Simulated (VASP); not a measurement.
Set up this calculation in VASP 6.6.1, as the native input.

```
Task                   : single point
Functional             : LDA
Potentials or basis    : VASP PAW LDA potentials, release 64 (Al)
Cutoff                 : 520 eV
k mesh                 : 18 × 18 × 10
Occupations            : gaussian, width 0.15 eV
Spin                   : no spin polarisation
Dipole correction      : no
Further INCAR settings : ALGO = Normal; EDIFF = 1e-06; NBANDS = 10
```

The structure of Al lies in POSCAR:

```
Al
1.0
    2.7394000000      0.0000000000      0.0000000000
   -1.3697000000      2.3723899911      0.0000000000
    0.0000000000      0.0000000000      4.8034000000
Al
2
Direct
    0.6666666667      0.3333333333      0.7500000000
    0.3333333333      0.6666666667      0.2500000000
```

This isn't the form of Al at room conditions, which is fcc.

One way to write it, as run:

INCAR

```
SYSTEM = Al
  PREC = Accurate
  ENCUT = 520
  EDIFF = 1E-6
  ISMEAR = 0
  SIGMA = 0.15
  LREAL = .False.
  LASPH = .True.
  NELM = 100
  ALGO = Normal
  ISIF = 2
  LWAVE = .False.
  LCHARG = .True.
  GGA = CA
  LELF = .True.
  LVHAR = .True.
  NBANDS = 10
```

KPOINTS

```
Automatic mesh
0
Gamma
  18 18 10
  0 0 0
```

Potentials or basis: VASP PAW LDA potentials, release 64 (Al).

The run is started by

```console
$ cat potpaw_LDA.64/Al/POTCAR > POTCAR
$ mpirun -np 1 vasp_std > vasp.out
```

Results of the run:

| Quantity | Value |
| --- | --- |
| Pressure | 2.3 GPa |
| Band gap on the k mesh | zero (bands 3 and 4 overlap by 6.80 eV) |

It took 50 s on 1 thread of Intel Xeon 8259CL (shared host), peak memory 0.17 GiB.
